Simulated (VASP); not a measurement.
Input of a VASP 6.6.1 run:

Contents of INCAR:

```
  ALGO = Normal
  EDIFF = 1E-6
  EDIFFG = -0.01
  ENCUT = 600
  GGA = PS
  IBRION = 2
  ISIF = 3
  ISMEAR = -1
  LASPH = T
  LCHARG = F
  LREAL = F
  LWAVE = F
  NELM = 100
  NSW = 100
  PREC = Accurate
  SIGMA = 0.03
```

Contents of KPOINTS:

```
k-points
0
Gamma
  4 4 4
```

Contents of POSCAR:

```
MgPb2Se3
1.0
    3.2462220400     -5.4517318600      0.0000000000
    3.2462220400      5.4517318600      0.0000000000
    0.0000000000      0.0000000000      5.0370617300
Mg Pb Se
1 2 3
Direct
    0.0000000000      0.0000000000      0.0000000000
    0.5000000000      0.0000000000      0.5000000000
    0.0000000000      0.5000000000      0.5000000000
    0.6610917000      0.3389083000      0.0000000000
    0.3389083000      0.6610917000      0.0000000000
    0.5000000000      0.5000000000      0.5000000000
```

Potentials or basis: VASP PAW PBE potentials, release 64 (Mg, Pb_d, Se).

Run with:

```console
$ cat potpaw_PBE.64/Mg/POTCAR potpaw_PBE.64/Pb_d/POTCAR potpaw_PBE.64/Se/POTCAR > POTCAR
$ mpirun -np 1 vasp_std > vasp.out
```

Problem. Estimate the relaxed cell.

Solution. a = 6.419 Å, b = 6.419 Å, c = 4.784 Å, α = 90.00°, β = 90.00°, γ = 110.32°.

Problem. What does it give for the space group after relaxing (to 0.1 Å)?

Solution. Cmmm (No. 65).

Problem. Estimate the relaxed volume.

Solution. 30.81 Å³/atom.

The path:
```tsv
step	energy change (eV)	largest force (eV/Å)	pressure (GPa)	volume (Å³)
1	0.0000	0.0180	-3.23	178.29
3	-0.1722	0.0175	0.21	163.91
5	-0.2650	0.3819	0.53	162.55
7	0.7599	2.7870	10.59	148.50
9	-0.3616	0.9825	2.44	157.97
11	-0.3911	1.0892	2.29	159.01
13	-0.4024	1.6808	2.29	162.92
15	-0.6143	1.6279	0.96	171.07
17	-0.6186	1.5225	0.75	173.45
19	-1.0061	1.1367	-0.80	177.08
21	-1.2981	1.1052	-2.32	183.83
23	-1.6046	0.3751	2.56	167.44
25	-1.9485	0.3247	4.09	167.56
27	-2.1872	0.4334	-0.45	183.07
29	-2.2007	0.3495	-0.39	183.38
31	-2.2091	0.3984	-0.62	190.59
33	-2.2478	0.0592	-0.21	185.58
35	-2.2568	0.0723	-0.01	184.68
37	-2.2575	0.0142	0.00	184.77
39	-2.2575	0.0120	-0.03	185.00
41	-2.2575	0.0131	-0.02	184.86
42	-2.2575	0.0042	0.00	184.84
```

Caveat: the PAW data sets were made with another functional, which shifts forces and pressure a little.
